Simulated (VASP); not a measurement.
Runs of VASP 6.6.1 on Ta2W. The structure is that of space group P6/mmm (No. 191), or close to it. The cells are those of the table. 

```tsv
task	cell	k mesh	cutoff (eV)	gap on the mesh (eV)	pressure (GPa)	relaxed volume (Å³/atom)
relaxation of cell and atoms	relaxed from a = 3.672, b = 3.672, c = 3.965 Å, angles 90.0, 90.0, 120.0°, 3 atoms	6 × 6 × 4	600	none	0.1	17.48
relaxation of cell and atoms	relaxed from a = 4.741, b = 4.741, c = 2.687 Å, angles 90.0, 90.0, 120.0°, 3 atoms	6 × 6 × 6	600	none	0.0	(a)
single point	a = 4.741, b = 4.741, c = 2.687 Å, angles 90.0, 90.0, 120.0°, 3 atoms	6 × 6 × 4	520	none	0.8	-
single point	a = 4.802, b = 4.802, c = 2.631 Å, angles 90.0, 90.0, 120.0°, 3 atoms	6 × 6 × 6	520	none	1.0	-
single point	a = 4.794, b = 4.794, c = 2.634 Å, angles 90.0, 90.0, 120.0°, 3 atoms	12 × 12 × 18	520	none	0.8	-
single point	a = 3.672, b = 3.672, c = 3.965 Å, angles 90.0, 90.0, 120.0°, 3 atoms	6 × 6 × 4	520	none	79.5	-
```

Alike in all rows: level r2SCAN; potentials or basis VASP PAW PBE potentials, release 64 (Ta_pv, W_sv); no spin polarisation; smearing gaussian 0.1 eV.

Problem. Fill in the values left out.

Solution. (a) 17.59.

Caveats: some runs use coarse meshes; the PAW data sets were made with another functional, which shifts forces and pressure a little; spin-orbit coupling is left out, which moves the levels of the heavy elements; a cell axis changed by over 15 % at a fixed basis, so the end point is rough (at least some runs).

A k mesh can miss the band edges, and the runs leave out spin-orbit coupling on Ta, W.

A gap of «none» marks levels without a gap at the run's occupations.
